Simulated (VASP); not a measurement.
# MgS (P6_3mc) in VASP: further runs

MgS is run at these levels: LDA; tasks: single point.

All numbers are computed with VASP 6.6.1; they aren't measurements. Logs are shortened: lines on timing, memory, paths and dates and some standing lists are left out, and cuts for length are marked.

## (1) The cell of the first run

The structure is hexagonal, space group P6_3mc (No. 186). The conventional cell has a = 4.035 Å, b = 4.035 Å, c = 6.432 Å, α = 90.00°, β = 90.00°, γ = 120.00°. Within 3.2 Å of S (site symmetry 3m) lie 4 Mg at 2.45 to 2.47 Å. Mg (site symmetry 3m) has 4 S at 2.45 to 2.47 Å within 3.2 Å.

## (2) Single point, LDA (22.67 Å³/atom)

INCAR

```
SYSTEM = MgS
PREC = Accurate
ENCUT = 520
EDIFF = 1E-7
ISMEAR = -1
SIGMA = 0.05
LREAL = .False.
LASPH = .True.
NELM = 60
ALGO = Normal
ISIF = 2
LWAVE = .False.
LCHARG = .False.
GGA = CA
NBANDS = 16
```

KPOINTS

```
Automatic mesh
0
Gamma
  8 8 4
  0 0 0
```

POSCAR

```
MgS
1.0
    4.0346224068      0.0000000000      0.0000000000
   -2.0173112034      3.4940854990      0.0000000000
    0.0000000000      0.0000000000      6.4322941800
S Mg
2 2
Direct
    0.6666666667      0.3333333333      0.8792441500
    0.3333333333      0.6666666667      0.3792441500
    0.3333333333      0.6666666667      0.9957548500
    0.6666666667      0.3333333333      0.4957548500
```

Potentials or basis: VASP PAW LDA potentials, release 64 (S, Mg).

Command:

```console
cat potpaw_LDA.64/S/POTCAR potpaw_LDA.64/Mg/POTCAR > POTCAR
mpirun -np 1 vasp_std > vasp.out
```

OUTCAR:

```text
SYSTEM = MgS
   PREC = Accurate
   ENCUT = 520
   EDIFF = 1E-7
   ISMEAR = -1
   LREAL = .False.
   LASPH = .True.
   NELM = 60
   ISIF = 2
   GGA = CA

 ion  position               nearest neighbor table
   1  0.667  0.333  0.879-   3 2.45   3 2.45   3 2.45   4 2.47
   2  0.333  0.667  0.379-   4 2.45   4 2.45   4 2.45   3 2.47
   3  0.333  0.667  0.996-   1 2.45   1 2.45   1 2.45   2 2.47
   4  0.667  0.333  0.496-   2 2.45   2 2.45   2 2.45   1 2.47

  LATTYP: Found a hexagonal cell.
 ALAT       =     4.0346224068
 C/A-ratio  =     1.5942741430

  Lattice vectors:

 A1 = (   4.0346224068,   0.0000000000,   0.0000000000)
 A2 = (  -2.0173112034,   3.4940854990,   0.0000000000)
 A3 = (   0.0000000000,   0.0000000000,   6.4322941800)

Analysis of symmetry for initial positions (statically):
=====================================================================
 Subroutine PRICEL returns:
 Original cell was already a primitive cell.

 Routine SETGRP: Setting up the symmetry group for a
 hexagonal supercell.

 Subroutine GETGRP returns: Found 12 space group operations
 (whereof  6 operations were pure point group operations)
 out of a pool of 24 trial point group operations.

The static configuration has the point symmetry C_3v.
 The point group associated with its full space group is C_6v.

Analysis of symmetry for dynamics (positions and initial velocities):
=====================================================================
 Subroutine PRICEL returns:
 Original cell was already a primitive cell.

 Routine SETGRP: Setting up the symmetry group for a
 hexagonal supercell.

 Subroutine GETGRP returns: Found 12 space group operations
 (whereof  6 operations were pure point group operations)
 out of a pool of 24 trial point group operations.

The dynamic configuration has the point symmetry C_3v.
 The point group associated with its full space group is C_6v.

 Subroutine INISYM returns: Found 12 space group operations
 (whereof  6 operations are pure point group operations),
 and found     1 'primitive' translations

----------------------------------------------------------------------------------------

                                     Primitive cell

  volume of cell :      90.6781

  direct lattice vectors                    reciprocal lattice vectors
     4.034622407  0.000000000  0.000000000     0.247854669  0.143098960  0.000000000
    -2.017311203  3.494085499  0.000000000     0.000000000  0.286197919  0.000000000
     0.000000000  0.000000000  6.432294180     0.000000000  0.000000000  0.155465526

  length of vectors
     4.034622407  4.034622407  6.432294180     0.286197919  0.286197919  0.155465526

  position of ions in fractional coordinates (direct lattice)
     0.666666667  0.333333333  0.879244150
     0.333333333  0.666666667  0.379244150
     0.333333333  0.666666667  0.995754850
     0.666666667  0.333333333  0.495754850

  ion indices of the primitive-cell ions
   primitive index   ion index
                 1           1
                 2           2
                 3           3
                 4           4

----------------------------------------------------------------------------------------

 KPOINTS: Automatic mesh

Automatic generation of k-mesh.
 Grid dimensions read from file:
 generate k-points for:    8    8    4

 Generating k-lattice:

  Cartesian coordinates                     Fractional coordinates (reciprocal lattice)
     0.030981834  0.017887370  0.000000000     0.125000000  0.000000000  0.000000000
     0.000000000  0.035774740  0.000000000     0.000000000  0.125000000  0.000000000
     0.000000000  0.000000000  0.038866382     0.000000000  0.000000000  0.250000000

  Length of vectors
     0.035774740  0.035774740  0.038866382

  Shift w.r.t. Gamma in fractional coordinates (k-lattice)
     0.000000000  0.000000000  0.000000000

 Subroutine IBZKPT returns following result:
 ===========================================

 Found     30 irreducible k-points:

 Following reciprocal coordinates:
            Coordinates               Weight
  0.000000  0.000000  0.000000      1.000000
  0.125000  0.000000  0.000000      6.000000
  0.250000  0.000000  0.000000      6.000000
  0.375000  0.000000  0.000000      6.000000
  0.500000  0.000000  0.000000      3.000000
  0.125000  0.125000  0.000000      6.000000
[... 16 lines left out ...]
  0.250000  0.000000  0.500000      6.000000
  0.375000  0.000000  0.500000      6.000000
 [... further k-points ...]
   k-points           NKPTS =     30   k-points in BZ     NKDIM =     30   number of bands    NBANDS=     16
   number of dos      NEDOS =    301   number of ions     NIONS =      4
   total plane-waves  NPLWV =  43200
   dimension x,y,z NGX =    30 NGY =   30 NGZ =   48
   dimension x,y,z NGXF=    60 NGYF=   60 NGZF=   96
   ions per type =               2   2
   NGX,Y,Z   is equivalent  to a cutoff of  12.36, 12.36, 12.41 a.u.
   NGXF,Y,Z  is equivalent  to a cutoff of  24.72, 24.72, 24.81 a.u.
 SYSTEM =  MgS
   PREC   = accura    normal or accurate (medium, high low for compatibility)
   ISTART =      0    job   : 0-new  1-cont  2-samecut
   ICHARG =      2    charge: 1-file 2-atom 10-const
   ISPIN  =      1    spin polarized calculation?
   LNONCOLLINEAR =      F non collinear calculations
   LSORBIT =      F    spin-orbit coupling
   LASPH  =      T    aspherical Exc in radial PAW
   ENCUT  =  520.0 eV  38.22 Ry    6.18 a.u.   7.50  7.50 11.96*2*pi/ulx,y,z
   NELM   =     60;   NELMIN=  2; NELMDL= -5     # of ELM steps
   EDIFF  = 0.1E-06   stopping-criterion for ELM
   LREAL  =      F    real-space projection
   EDIFFG = 0.1E-05   stopping-criterion for IOM
   NSW    =      0    number of steps for IOM
   IBRION =     -1    ionic relax: 0-MD 1-quasi-New 2-CG
   NFREE  =      0    steps in history (QN), initial steepest desc. (CG)
   ISIF   =      2    stress and relaxation
   ISYM   =      2    0-nonsym 1-usesym 2-fastsym
   POTIM  = 0.5000    time-step for ionic-motion
   TEBEG  =    0.0;   TEEND  =   0.0 temperature during run
   PSTRESS=    0.0 pullay stress
   NELECT =      16.0000    total number of electrons
   NUPDOWN=      -1.0000    fix difference up-down
   EMIN   =  10.00;   EMAX   =-10.00  energy-range for DOS
   EFERMI =   0.00;   METHOD = LEGACY
   ISMEAR =    -1;   SIGMA  =   0.05  broadening in eV -4-tet -1-fermi 0-gaus
   EFERMI_NEDOS =   21; number of points for ismear=-14 and -15
   IALGO  =     38    algorithm
   IMIX   =      4    mixing-type and parameters
     AMIX     =   0.40;   BMIX     =  1.00
     AMIX_MAG =   1.60;   BMIX_MAG =  1.00
  volume/ion in A,a.u.               =      22.67       152.98
  Fermi-wavevector in a.u.,A,eV,Ry     =   0.918221  1.735187 11.471486  0.843130
  Thomas-Fermi vector in A             =   2.043279
   LORBIT       =      0    0 simple, 1 ext, 2 COOP (PROOUT), +10 PAW based schemes
   GGA     = CA    functional components
   LHFCALC =     F    Hartree Fock is set to
   AEXX    =    0.0000 exact exchange contribution
   IVDW    =     0    specifies the selected vdW correction
   LEPSILON=     F    determine dielectric tensor
   LRPA    =     F    only Hartree local field effects (RPA)
 non-spin polarized calculation
  energy-cutoff  :      520.00
  volume of cell :       90.68
 maximum number of plane-waves:      2464
 NGX is ok and might be reduce to    30
   NGX = 15   NGY = 15   NGZ = 23

 number of electron      16.0000003 magnetization

 Free energy of the ion-electron system (eV)
  ---------------------------------------------------
  ext. energy  EPLUGINS =         0.00000000
  ---------------------------------------------------
  free energy    TOTEN  =       -18.79513144 eV

  energy without entropy =      -18.79513144  energy(sigma->0) =      -18.79513144

 E-fermi :   2.0337     XC(G=0):  -8.7573

 val. band max:        1.0294469296   @ k =   0.0000   0.0000   0.0000
 cond. band min:       4.1893573748   @ k =   0.0000   0.0000   0.0000
 fundamental gap:      3.1599104453
 Fermi energy:         2.0336675146

 k-point     1 :       0.0000    0.0000    0.0000
  band No.  band energies     occupation
      1     -10.3527      2.00000
      2      -9.6022      2.00000
      3      -2.2732      2.00000
      4       0.4390      2.00000
      5       0.4390      2.00000
      6       0.8668      2.00000
[... 8 lines left out ...]
     15       9.3504      0.00000
     16       9.9054      0.00000

 k-point     2 :       0.1250    0.0000    0.0000
  band No.  band energies     occupation
      1     -10.2745      2.00000
      2      -9.5636      2.00000
      3      -2.1502      2.00000
      4      -0.0460      2.00000
      5       0.3097      2.00000
      6       0.3428      2.00000
[... 8 lines left out ...]
     15       9.3548      0.00000
     16       9.6254      0.00000

 k-point     3 :       0.2500    0.0000    0.0000
  band No.  band energies     occupation
      1     -10.0658      2.00000
      2      -9.4767      2.00000
      3      -1.8093      2.00000
      4      -0.9812      2.00000
      5      -0.5320      2.00000
      6       0.0508      2.00000
[... 8 lines left out ...]
     15       9.5073      0.00000
     16       9.9901      0.00000

 k-point     4 :       0.3750    0.0000    0.0000
  band No.  band energies     occupation
      1      -9.8089      2.00000
      2      -9.4156      2.00000
      3      -1.7998      2.00000
      4      -1.3115      2.00000
      5      -1.1490      2.00000
      6      -0.1656      2.00000
[... 8 lines left out ...]
     15       9.6557      0.00000
     16      11.4084      0.00000

 k-point     5 :       0.5000    0.0000    0.0000
  band No.  band energies     occupation
      1      -9.6671      2.00000
      2      -9.4182      2.00000
      3      -2.0678      2.00000
      4      -1.4840      2.00000
      5      -0.9019      2.00000
      6      -0.2470      2.00000
[... 8 lines left out ...]
     15       9.9081      0.00000
     16      11.8186      0.00000

 k-point     6 :       0.1250    0.1250    0.0000
  band No.  band energies     occupation
      1     -10.1307      2.00000
      2      -9.5007      2.00000
      3      -1.9161      2.00000
      4      -0.5814      2.00000
      5      -0.4737      2.00000
      6       0.1894      2.00000
[... 8 lines left out ...]
     15       9.5196      0.00000
     16       9.7435      0.00000
[... 267 lines left out ...]
 k-point    21 :       0.0000    0.0000    0.5000
  band No.  band energies     occupation
      1     -10.0090      2.00000
      2     -10.0090      2.00000
      3      -0.9448      2.00000
      4      -0.9448      2.00000
      5       0.6455      2.00000
      6       0.6455      2.00000
[... 8 lines left out ...]
     15       8.4655      0.00000
     16       8.4655      0.00000

 k-point    22 :       0.1250    0.0000    0.5000
  band No.  band energies     occupation
      1      -9.9468      2.00000
      2      -9.9468      2.00000
      3      -1.0143      2.00000
      4      -1.0143      2.00000
      5       0.3633      2.00000
      6       0.3633      2.00000
[... 8 lines left out ...]
     15       8.8609      0.00000
     16       8.8609      0.00000

 k-point    23 :       0.2500    0.0000    0.5000
  band No.  band energies     occupation
      1      -9.7882      2.00000
      2      -9.7882      2.00000
      3      -1.3952      2.00000
      4      -1.3952      2.00000
      5       0.0952      2.00000
      6       0.0952      2.00000
[... 8 lines left out ...]
     15       9.5756      0.00000
     16       9.5756      0.00000

 k-point    24 :       0.3750    0.0000    0.5000
  band No.  band energies     occupation
      1      -9.6157      2.00000
      2      -9.6157      2.00000
      3      -1.9342      2.00000
      4      -1.9342      2.00000
      5       0.1433      2.00000
      6       0.1433      2.00000
[... 8 lines left out ...]
     15      10.0359      0.00000
     16      10.0359      0.00000

 [... further k-points ...]

------------------------ aborting loop because EDIFF is reached ----------------------------------------

  FORCE on cell =-STRESS in cart. coord.  units (eV):
  Direction    XX          YY          ZZ          XY          YZ          ZX
  --------------------------------------------------------------------------------------
  -------------------------------------------------------------------------------------
  Total       -1.3175315     -1.3175315     -1.4179439      0.0000000      0.0000000      0.0000000
  in kB      -23.2792659    -23.2792659    -25.0534361      0.0000000      0.0000000      0.0000000
  external PRESSURE =     -23.8706559 kB  Pullay stress =       0.0000000 kB

 VOLUME and BASIS-vectors are now :
 -----------------------------------------------------------------------------
  energy-cutoff  :      520.00
  volume of cell :       90.68
      direct lattice vectors                 reciprocal lattice vectors
     4.034622407  0.000000000  0.000000000     0.247854669  0.143098960  0.000000000
    -2.017311203  3.494085499  0.000000000     0.000000000  0.286197919  0.000000000
     0.000000000  0.000000000  6.432294180     0.000000000  0.000000000  0.155465526

 POSITION                                       TOTAL-FORCE (eV/Angst)
 -----------------------------------------------------------------------------------
      2.01731      1.16470      5.65556         0.000000     -0.000000     -0.053511
     -0.00000      2.32939      2.43941        -0.000000      0.000000     -0.053511
     -0.00000      2.32939      6.40499         0.000000      0.000000      0.053511
      2.01731      1.16470      3.18884         0.000000     -0.000000      0.053511
 -----------------------------------------------------------------------------------
    total drift:                                0.000000      0.000000      0.000079

  FREE ENERGIE OF THE ION-ELECTRON SYSTEM (eV)
  ---------------------------------------------------
  free  energy   TOTEN  =       -18.7951314414 eV

  energy  without entropy=      -18.7951314413  energy(sigma->0) =      -18.79513144
```

Run time: 26 s. Hardware: 1 thread of Intel Xeon Platinum 8375C at 2.90GHz (Ice Lake), shared host; peak memory 0.18 GiB.

What came out:

- Free energy: -18.7951 eV
- Pressure: -2.4 GPa
- Largest force: 0.054 eV/Å
- Band gap on the k mesh: 3.16 eV

Forces in eV/Å, atoms in the order of the input:
```
S    0.000  0.000 -0.054
S    0.000  0.000 -0.054
Mg   0.000  0.000  0.054
Mg   0.000  0.000  0.054
```

Stress tensor (GPa, compression positive):
```
-2.33  0.00  0.00
 0.00 -2.33  0.00
 0.00  0.00 -2.51
```

[end of part 1 of 2]
